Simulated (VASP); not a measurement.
Wanted: the native input for a VASP 6.6.1 run.

```
Task                   : single point
Functional             : PBE
Potentials or basis    : VASP PAW PBE potentials, release 64 (Si, Zn, Pt)
Cutoff                 : 520 eV
k mesh                 : 3 × 3 × 3
Occupations            : gaussian, width 0.1 eV
Spin                   : no spin polarisation
Dipole correction      : no
Further INCAR settings : LREAL = Auto; ALGO = Fast; EDIFF = 1e-06; NBANDS = 77; ISYM = 0
```

The structure of ZnSi6Pt9 lies in POSCAR:

```
ZnSi6Pt9
1.0
   -4.0293327495      4.0881679097     -3.5446936042
    4.1436190513      4.5087998363      3.8510392291
    3.8391028219     -4.3945135346     -3.6608093014
Si Zn Pt
6 1 9
Direct
    0.3121812554      0.9943269198      0.7947570391
    0.5382087180     -0.0075903629      0.5294279945
    0.8363280336      0.4802972110      0.4342356913
    0.0118116640      0.0674643957      0.9775263016
    0.5652889664      0.5418706462      0.0148797539
    0.1945727397      0.7035207045      1.0116846075
    0.8020946906      0.9980734677      0.2000220472
   -0.0774101389      0.2845440291      0.6591605747
    0.7789551225      0.6583646801      0.8190274056
    0.3002505044      0.2058818182      0.5852533423
    0.3096628053      0.6398584975      0.7182160361
    0.4371662359      0.1344766006      0.2312826553
    0.8201187659      0.8326724008      0.5163114800
    0.3204510774      0.4781244425      0.1884039580
    0.0978835112      0.7306320695      0.3262489764
    0.7568610680      0.2620171357      0.9996929908
```

The input as run:

INCAR

```
  PREC = Accurate
  ENCUT = 520
  EDIFF = 1E-6
  ISMEAR = 0
  SIGMA = 0.1
  LREAL = Auto
  LASPH = True
  NELM = 60
  ALGO = Fast
  ISIF = 2
  LWAVE = False
  LCHARG = False
  GGA = PE
  NBANDS = 77
  ISYM = 0
```

KPOINTS

```
Automatic mesh
0
Gamma
  3 3 3
```

Potentials or basis: VASP PAW PBE potentials, release 64 (Si, Zn, Pt).

Command:

```sh
$ cat potpaw_PBE.64/Si/POTCAR potpaw_PBE.64/Zn/POTCAR potpaw_PBE.64/Pt/POTCAR > POTCAR
$ mpirun -np 1 vasp_std > vasp.out
```

It gave:

```yaml
Pressure: 0.0 GPa
Largest_force: 0.037 eV/Å
Band_gap_on_the_k_mesh: zero (bands 63 and 64 overlap by 0.85 eV)
```

Caveat: the k points lie up to 0.37 Å⁻¹ apart, too coarse for converged energies and pressures of a metal; spin-orbit coupling is left out, which moves the levels of the heavy elements.

Run time: 17 min on 1 thread of Intel Xeon 8259CL, with other jobs on the host, peak memory 0.48 GiB.
